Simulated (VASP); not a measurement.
# H15NO6 in VASP: a series of runs, part 2 of 2

VASP 6.6.1. Earlier steps stand in the parts before.

**4. Single point, PBE+D3(BJ)**

INCAR reads:

```
SYSTEM = H15NO6
  PREC = Accurate
  ENCUT = 520
  EDIFF = 1E-6
  ISMEAR = -1
  SIGMA = 0.02
  LREAL = Auto
  LASPH = .True.
  NELM = 100
  ALGO = Normal
  ISIF = 2
  LWAVE = .False.
  LCHARG = .False.
  GGA = PE
  IVDW = 12
  NBANDS = 45
```

KPOINTS reads:

```
Automatic mesh
0
Gamma
  1 1 1
  0 0 0
```

POSCAR reads:

```
H15NO6
1.0
    5.8196320000      0.0000000000      0.0000000000
    0.0000000000      5.8196320000      0.0000000000
    0.0000000000      0.0000000000      5.8196320000
O H N
6 15 1
Direct
    1.1014098486      0.6260189648      0.8522188345
   -0.0567389828      0.1514185089      0.6969856513
    0.6269124921      0.8727184124     -0.0140386884
    0.6564848087      0.1602506825      0.3512077740
    0.4778996335      0.3774980961      0.9575519552
    0.3946641300      0.7029310444      0.4992755556
    1.0874742595      0.7490851655      0.9828112843
    0.9615384615      0.5380065269      0.8223200367
   -0.1360223464      0.1475866515      0.5335732569
    0.0902806226      0.0757092545      0.7089623536
    0.7859087997      0.8766190027     -0.0722038782
    0.5884392690      0.7061786725     -0.0304486607
    0.6464154435      0.3108787635      0.2733506174
    0.6496630715      0.0579589912      0.2119206163
    0.3514998887      0.4594104919      0.9019814311
    0.5148435502      0.2613051822      0.8379223978
    0.5036229095      0.8160653457      0.5578703258
    0.2691235460      0.6900608148      0.6084920833
   -0.0025087497      0.0355005265      0.2415788490
    0.2448608434     -0.1182205335      0.2793475601
    0.2503251065      0.0995251933      0.1054877697
    0.1407992808     -0.0394354832      0.1616425231
```

Potentials or basis: VASP PAW PBE potentials, release 64 (O, H, N).

Command:

```console
$ cat potpaw_PBE.64/O/POTCAR potpaw_PBE.64/H/POTCAR potpaw_PBE.64/N/POTCAR > POTCAR
$ mpirun -np 1 vasp_gam > vasp.out
```

OUTCAR:

```text
SYSTEM = H15NO6
   PREC = Accurate
   ENCUT = 520
   EDIFF = 1E-6
   ISMEAR = -1
   LREAL = Auto
   LASPH = .True.
   NELM = 100
   ISIF = 2
   GGA = PE
   IVDW = 12
 IVDW          = 12

 ion  position               nearest neighbor table
   1  0.101  0.626  0.852-   8 0.98   7 1.05
   2  0.943  0.151  0.697-  10 0.96   9 1.06
   3  0.627  0.873  0.986-  11 0.99  12 1.00
   4  0.656  0.160  0.351-  13 0.99  14 1.01
   5  0.478  0.377  0.958-  15 0.93  16 0.99
   6  0.395  0.703  0.499-  18 0.97  17 0.98
   7  0.087  0.749  0.983-   1 1.05
   8  0.962  0.538  0.822-   1 0.98
   9  0.864  0.148  0.534-   2 1.06
  10  0.090  0.076  0.709-   2 0.96
  11  0.786  0.877  0.928-   3 0.99
  12  0.588  0.706  0.970-   3 1.00
  13  0.646  0.311  0.273-   4 0.99
  14  0.650  0.058  0.212-   4 1.01
  15  0.351  0.459  0.902-   5 0.93
  16  0.515  0.261  0.838-   5 0.99
  17  0.504  0.816  0.558-   6 0.98
  18  0.269  0.690  0.608-   6 0.97
  19  0.997  0.036  0.242-  22 1.05
  20  0.245  0.882  0.279-  22 1.02
  21  0.250  0.100  0.105-  22 1.08
[... 205 lines left out ...]
 fundamental gap:      4.3486656126
 Fermi energy:        -2.4864458423

 k-point     1 :       0.0000    0.0000    0.0000
  band No.  band energies     occupation
      1     -22.3296      2.00000
      2     -21.8939      2.00000
      3     -21.7377      2.00000
      4     -21.5088      2.00000
      5     -21.1424      2.00000
      6     -20.7122      2.00000
[... 32 lines left out ...]
     39       7.7991      0.00000
     40       8.1336      0.00000
 [bands above 40 left out]

------------------------ aborting loop because EDIFF is reached ----------------------------------------

 Edisp (eV)   -0.85299

 E8    (eV) :    -0.1765

  FORCE on cell =-STRESS in cart. coord.  units (eV):
  Direction    XX          YY          ZZ          XY          YZ          ZX
  --------------------------------------------------------------------------------------
  -------------------------------------------------------------------------------------
  Total       0.35581    -1.96914    -0.84780    -2.54080    -1.59021     0.35833
  in kB       2.89226   -16.00668    -6.89159   -20.65354   -12.92641     2.91274
  external pressure =       -6.67 kB  Pullay stress =        0.00 kB

 VOLUME and BASIS-vectors are now :
 -----------------------------------------------------------------------------
  energy-cutoff  :      520.00
  volume of cell :      197.10
      direct lattice vectors                 reciprocal lattice vectors
     5.819632000  0.000000000  0.000000000     0.171832171  0.000000000  0.000000000
     0.000000000  5.819632000  0.000000000     0.000000000  0.171832171  0.000000000
     0.000000000  0.000000000  5.819632000     0.000000000  0.000000000  0.171832171

 POSITION                                       TOTAL-FORCE (eV/Angst)
 -----------------------------------------------------------------------------------
      0.59017      3.64320      4.95960        -0.163109      0.202918      0.038450
      5.48943      0.88120      4.05620        -1.352438      0.522773     -0.961879
      3.64840      5.07890      5.73793         0.542902     -1.117783     -0.474194
      3.82050      0.93260      2.04390         0.321224      0.416458     -0.866632
      2.78120      2.19690      5.57260         2.445968     -2.023804      0.200313
      2.29680      4.09080      2.90560         0.858517      0.087262     -0.890281
[... 14 lines left out ...]
      1.45680      0.57920      0.61390        -1.380523     -1.215508      0.362864
      0.81940      5.59013      0.94070         0.352937      1.813601     -0.672099
 -----------------------------------------------------------------------------------
    total drift:                                0.000111     -0.004584      0.005138

  FREE ENERGIE OF THE ION-ELECTRON SYSTEM (eV)
  ---------------------------------------------------
  free  energy   TOTEN  =      -107.6427222009 eV

  energy  without entropy=     -107.6427222009  energy(sigma->0) =     -107.64272220
```

Run time: 30 s. Hardware: 1 thread of Intel Xeon Platinum 8488C (Sapphire Rapids), shared host; peak memory 0.31 GiB.

What came out:

| Property | Result |
| --- | --- |
| Free energy | -107.6427 eV |
| Pressure | -0.7 GPa |
| Largest force | 3.181 eV/Å |
| Band gap on the k mesh | 4.35 eV |
| Dispersion energy per atom | -0.039 eV |

Forces in eV/Å, atoms in the order of the input:
```
O   -0.163  0.203  0.038
O   -1.352  0.523 -0.962
O    0.543 -1.118 -0.474
O    0.321  0.416 -0.867
O    2.446 -2.024  0.200
O    0.859  0.087 -0.890
H    0.218 -0.050 -0.269
H    0.252 -0.141  0.188
H    0.953 -0.193  1.701
H    0.110 -0.187 -0.526
H   -0.328  0.513 -0.135
H   -0.047  0.684  0.405
H   -0.290 -0.246  0.472
H   -0.238 -0.280  0.548
H   -2.580  1.361 -0.873
H    0.052  0.763  0.634
H   -0.243 -0.071  0.137
H   -0.391 -0.069  0.836
H    1.119 -0.441 -0.371
H   -0.213 -0.330  0.517
H   -1.381 -1.216  0.363
N    0.353  1.814 -0.672
```

Levels at points of the mesh, in eV from the valence-band top:
| k point | band 25 | band 26 | band 27 | band 28 | band 29 | band 30 | band 31 | band 32 |
| --- | --- | --- | --- | --- | --- | --- | --- | --- |
| (0.00, 0.00, 0.00) | -0.83 | -0.58 | -0.22 | 0.00 | 4.35 | 7.70 | 8.32 | 8.56 |

Caveat: the k points lie up to 1.08 Å⁻¹ apart.

**5. Single point, PBE+D3(BJ)**

INCAR reads:

```
  ALGO = Normal
  EDIFF = 1E-7
  ENCUT = 520
  GGA = PE
  ISIF = 2
  ISMEAR = -1
  IVDW = 12
  LASPH = True
  LCHARG = True
  LELF = True
  LREAL = Auto
  LVHAR = True
  LWAVE = False
  NBANDS = 45
  NELM = 60
  PREC = Accurate
  SIGMA = 0.02
```

KPOINTS reads:

```
k-points
0
Gamma
  1 1 1
```

POSCAR reads:

```
H15NO6
1.0
    5.8196320000      0.0000000000      0.0000000000
    0.0000000000      5.8196320000      0.0000000000
    0.0000000000      0.0000000000      5.8196320000
O H N
6 15 1
Direct
    1.0821818287      0.6393703244      0.8316677068
   -0.0350365796      0.1657149455      0.6917447701
    0.6241459941      0.8746944824     -0.0539896681
    0.6414151273      0.1690484897      0.3751439954
    0.4754080670      0.3832201074      0.9509707830
    0.3852992767      0.7083781243      0.4971448366
    1.0930072554      0.7429507570      0.9875366690
    1.0272986333      0.4836388280      0.8298978355
   -0.1281696162      0.1575185510      0.5508423900
    0.0085056925     -0.0013746574      0.7105603928
    0.7662855658      0.8817396014     -0.1383077143
    0.6451095190      0.7197190475      0.0044848197
    0.5620973972      0.3073733872      0.3346775191
    0.6371536894      0.0685610362      0.2363551510
    0.3491973376      0.4656651830      0.8724434810
    0.5381096262      0.2684534005      0.8371663363
    0.5025403668      0.7387065024      0.6031137364
    0.2501189079      0.6897343337      0.5983368021
    0.0433188903      0.0882014533      0.1678628477
    0.2014216706     -0.1120517586      0.3030775829
    0.3085933956      0.0352427782      0.0842321301
    0.1652338155     -0.0455527085      0.1486691942
```

Command:

```console
$ cat potpaw_PBE.64/O/POTCAR potpaw_PBE.64/H/POTCAR potpaw_PBE.64/N/POTCAR > POTCAR
$ mpirun -np 1 vasp_gam > vasp.out
```

It took 30 s on 1 thread of Intel Xeon Platinum 8488C (Sapphire Rapids), shared host; peak memory 0.3 GiB.

The run converged. Its results:

- Free energy: -107.5147 eV
- Pressure: 0.4 GPa
- Largest force: 2.499 eV/Å
- Band gap on the k mesh: 4.52 eV
- Dispersion energy per atom: -0.039 eV

Forces in eV/Å, atoms in the order of the input:
```
O    0.237  1.264  0.318
O    0.554 -1.769  0.339
O    0.185 -0.339  0.336
O    0.653 -1.239 -0.316
O    0.408 -0.888 -0.940
O   -1.335 -0.715 -1.503
H    0.288 -0.300 -0.559
H   -0.615 -0.648  0.357
H   -0.555  0.475 -0.288
H    0.157  1.587 -0.003
H    0.529  0.709 -0.421
H   -0.730 -0.513  0.345
H   -0.459  0.758 -0.416
H   -0.101  0.480  0.460
H    0.270 -0.136  0.159
H   -0.567  1.106  0.880
H    1.498  0.646  1.348
H    0.042 -0.238  0.257
H    0.808 -1.101 -0.078
H    0.643 -0.153  0.844
H   -0.232 -0.316  0.168
N   -1.680  1.330 -1.287
```

Stress tensor (GPa, compression positive):
```
 2.49  1.70  1.39
 1.70 -2.52 -3.38
 1.39 -3.38  1.24
```

Levels at points of the mesh, in eV from the valence-band top:
| k point | band 26 | band 27 | band 28 | band 29 | band 30 | band 31 |
| --- | --- | --- | --- | --- | --- | --- |
| (0.00, 0.00, 0.00) | -0.35 | -0.20 | 0.00 | 4.52 | 8.03 | 8.34 |

Caveat: the k points lie up to 1.08 Å⁻¹ apart.

**6. Single point, PBE+D3(BJ)**

INCAR reads:

```
  PREC = Accurate
  ENCUT = 520
  EDIFF = 1E-6
  ISMEAR = -1
  SIGMA = 0.02
  LREAL = Auto
  LASPH = True
  NELM = 100
  ALGO = Normal
  ISIF = 2
  LWAVE = False
  LCHARG = True
  GGA = PE
  IVDW = 12
  LELF = True
  LVHAR = True
  NBANDS = 45
```

KPOINTS reads:

```
Automatic mesh
0
Gamma
  1 1 1
```

POSCAR reads:

```
H15NO6
1.0
    5.8196320000      0.0000000000      0.0000000000
    0.0000000000      5.8196320000      0.0000000000
    0.0000000000      0.0000000000      5.8196320000
O H N
6 15 1
Direct
    1.1179916531      0.6374973538      0.8447613182
   -0.0334213572      0.1465728417      0.6922602666
    0.6326516866      0.9041808829     -0.0730630390
    0.6581172143      0.1424145032      0.3307769289
    0.4804599329      0.3970010475      0.9453346878
    0.3934613048      0.6579797485      0.4733632642
    1.1264286127      0.7635706175      0.9954924985
    0.9787904115      0.5474229298      0.8152749177
   -0.1420364724      0.1556799468      0.5621145804
    0.1196639238      0.1715744226      0.6212076640
    0.7817504612      0.9368118122     -0.1377406681
    0.6103822372      0.7366445164     -0.0517043002
    0.6084749001      0.2806191182      0.2403416573
    0.6619834381      0.0318920509      0.2009061741
    0.3406572787      0.4831576979      0.8985963374
    0.5457389746      0.3344025877      0.8066317595
    0.5302912624      0.7457000718      0.5175413153
    0.2795881252      0.6656090969      0.6016016133
    0.0218570521      0.0018214210      0.2116113184
    0.2776807881     -0.1197498399      0.2818219434
    0.2436923847      0.0930986702      0.0539896681
    0.1834480256     -0.0546254471      0.1480505984
```

Potentials or basis: VASP PAW PBE potentials, release 64 (O, H, N).

Command:

```console
$ cat potpaw_PBE.64/O/POTCAR potpaw_PBE.64/H/POTCAR potpaw_PBE.64/N/POTCAR > POTCAR
$ mpirun -np 1 vasp_gam > vasp.out
```

Run time: 26 s. Hardware: 1 thread of Intel Xeon Platinum 8488C (Sapphire Rapids), shared host; peak memory 0.33 GiB.

It converged, with:

```yaml
Free_energy: -107.8224 eV
Pressure: -1.1 GPa
Largest_force: 3.058 eV/Å
Band_gap_on_the_k_mesh: 4.25 eV
Dispersion_energy_per_atom: -0.039 eV
```

Forces in eV/Å, atoms in the order of the input:
```
O   -0.112 -0.149 -0.154
O    0.671  0.428 -0.324
O   -0.693 -0.835  0.575
O    0.029  0.926 -0.452
O    0.492  0.029  0.607
O    0.391  0.013 -0.317
H    0.084  0.233 -0.394
H    0.348  0.159  0.418
H   -0.127 -0.018 -0.403
H   -0.807 -0.238  0.433
H    0.831 -0.104 -0.452
H    0.295  0.512 -0.208
H    0.067 -0.516  0.642
H   -0.159 -0.222 -0.044
H   -0.651  0.219 -0.021
H    0.121 -0.241 -0.347
H   -0.533 -0.103  0.253
H    0.252  0.165  0.279
H    1.323 -0.474 -0.264
H    0.420  0.212 -0.019
H    0.051 -1.711  1.264
N   -2.293  1.715 -1.072
```

Stress tensor (GPa, compression positive):
```
-0.83 -1.47  0.66
-1.47 -1.78  1.03
 0.66  1.03 -0.58
```

Levels at points of the mesh, in eV from the valence-band top:
```csv
k point,band 25,band 26,band 27,band 28,band 29,band 30,band 31,band 32
"(0.00, 0.00, 0.00)",-0.72,-0.52,-0.35,0.00,4.25,7.53,8.16,8.50
```

Caveat: the k points lie up to 1.08 Å⁻¹ apart.
